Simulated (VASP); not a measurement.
Here is a VASP 6.6.1 calculation.

The input INCAR:

```
SYSTEM = CaO
  ALGO = Normal
  EDIFF = 1E-6
  EDIFFG = -0.005
  ENCUT = 600
  IBRION = 2
  ISIF = 3
  ISMEAR = -1
  LASPH = .TRUE.
  LCHARG = .FALSE.
  LREAL = .FALSE.
  LWAVE = .FALSE.
  NELM = 80
  NSW = 80
  PREC = Accurate
  SIGMA = 0.02
```

The input KPOINTS:

```
k-points
0
G
  8 8 8
  0 0 0
```

POSCAR

```
CaO
1.0
    2.9338573267      0.0000000000      0.0000000000
    0.0000000000      2.9338573267      0.0000000000
    0.0000000000      0.0000000000      2.9338573267
Ca O
1 1
Direct
    0.0000000000      0.0000000000      0.0000000000
    0.5000000000      0.5000000000      0.5000000000
```

Potentials or basis: VASP PAW LDA potentials, release 64 (Ca_sv, O).

Command:

```bash
$ cat potpaw_LDA.64/Ca_sv/POTCAR potpaw_LDA.64/O/POTCAR > POTCAR
$ mpirun -np 1 vasp_std > vasp.out
```

(1) Estimate the relaxed volume.

(2) Estimate the relaxed cell.

(3) What does it give for the space group after relaxing (to 0.05 Å)?

## Answers

(1) 11.62 Å³/atom.

(2) a = 2.854 Å, b = 2.854 Å, c = 2.854 Å, α = 90.00°, β = 90.00°, γ = 90.00°.

(3) Pm-3m (No. 221).
